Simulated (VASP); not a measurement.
HfN:

```
Hf N
1.0
     0.00000    2.25586    2.25586
     2.25586    0.00000    2.25586
     2.25586    2.25586    0.00000
Hf N
1 1
Direct
  0.00000 0.00000 0.00000
  0.50000 0.50000 0.50000
```

* Program: VASP 6.6.1
* Task: relaxation of cell and atoms
* Functional: PBEsol
* Potentials or basis: VASP PAW PBE potentials, release 64 (Hf_pv, N)
* Cutoff: 600 eV
* k mesh: 16 × 16 × 16
* Occupations: gaussian, width 0.1 eV
* Spin: no spin polarisation

At the start: pressure -4.2 GPa; volume 11.48 Å³/atom.

Question: How do energy, volume and symmetry change on relaxing?

Answer: Over 3 steps the energy falls by 2.2 meV/atom and the volume is 11.31 Å³/atom (-1.5 %); space group Fm-3m (No. 225, to 0.05 Å).

The path:
| step | energy change (eV) | largest force (eV/Å) | pressure (GPa) | volume (Å³) |
| --- | --- | --- | --- | --- |
| 1 | 0.0000 | 0.0000 | -4.17 | 22.96 |
| 2 | 0.0131 | 0.0000 | 8.98 | 21.98 |
| 3 | -0.0044 | 0.0000 | -0.03 | 22.63 |

Final structure:
```
Hf N
1.0
     0.00000    2.24488    2.24488
     2.24488    0.00000    2.24488
     2.24488    2.24488    0.00000
Hf N
1 1
Direct
  0.00000 0.00000 0.00000
  0.50000 0.50000 0.50000
```

Caveat: the PAW data sets were made with another functional, which shifts forces and pressure a little.
